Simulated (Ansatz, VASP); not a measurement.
CdS in VASP and in Ansatz

Contents of INCAR:

```
PREC = Accurate
ENCUT = 520
EDIFF = 1E-7
ISMEAR = 0
SIGMA = 0.01
LREAL = F
LASPH = T
NELM = 80
ALGO = Normal
ISIF = 2
LWAVE = F
LCHARG = F
GGA = PE
NBANDS = 26
```

The input KPOINTS:

```
Automatic mesh
0
Gamma
  6 6 4
```

File POSCAR:

```
CdS
1.0
    4.1112823886      0.0000000000      0.0000000000
   -2.0556411943      3.5604749906      0.0000000000
    0.0000000000      0.0000000000      6.6885272848
Cd S
2 2
Direct
    0.3333333333      0.6666666667     -0.0008015218
    0.6666666667      0.3333333333      0.4991984782
    0.3333333333      0.6666666667      0.3758015218
    0.6666666667      0.3333333333      0.8758015218
```

Input for Ansatz:

```yaml
crystal:
  lattice:
    - [4.1112823886, 0.0, 0.0]
    - [-2.0556411943, 3.5604749906, 0.0]
    - [0.0, 0.0, 6.6885272848]
  atoms:
    - { symbol: Cd, position: [0.3333333333, 0.6666666667, -0.0008015218] }
    - { symbol: Cd, position: [0.6666666667, 0.3333333333, 0.4991984782] }
    - { symbol: S, position: [0.3333333333, 0.6666666667, 0.3758015218] }
    - { symbol: S, position: [0.6666666667, 0.3333333333, 0.8758015218] }
kpoints:
  mp_grid: { grid: [6, 6, 4] }
hamiltonian:
  xc: pbe
scf:
  occupations: { method: fixed }
  n_extra_bands: 5
output:
  forces: true
  stress: true
  eigenvalues: true
```

Alike in both runs: task single point; functional PBE; k mesh 6 × 6 × 4; no spin polarisation.

|  | VASP | Ansatz |
| --- | --- | --- |
| version | VASP 6.6.1 | Ansatz 0.2.0 |
| potentials or method | VASP PAW PBE potentials, release 64 (Cd, S) | plane waves, PAW |
| plane-wave cutoff (eV) | 520 | 420 |
| occupations | gaussian, width 0.01 eV | fixed |
| valence electrons in the cell | 36 | 52 |

|  | VASP | Ansatz | Ansatz less VASP |
| --- | --- | --- | --- |
| gap on the k mesh at the Fermi level (eV) | 1.26 | 1.26 | -0.004 |
| pressure (GPa) | 4.2 | 3.8 | -0.39 |

VASP's potentials hold 36 valence electrons a cell and Ansatz's 52, so a difference there can come from the potentials and not from the codes.
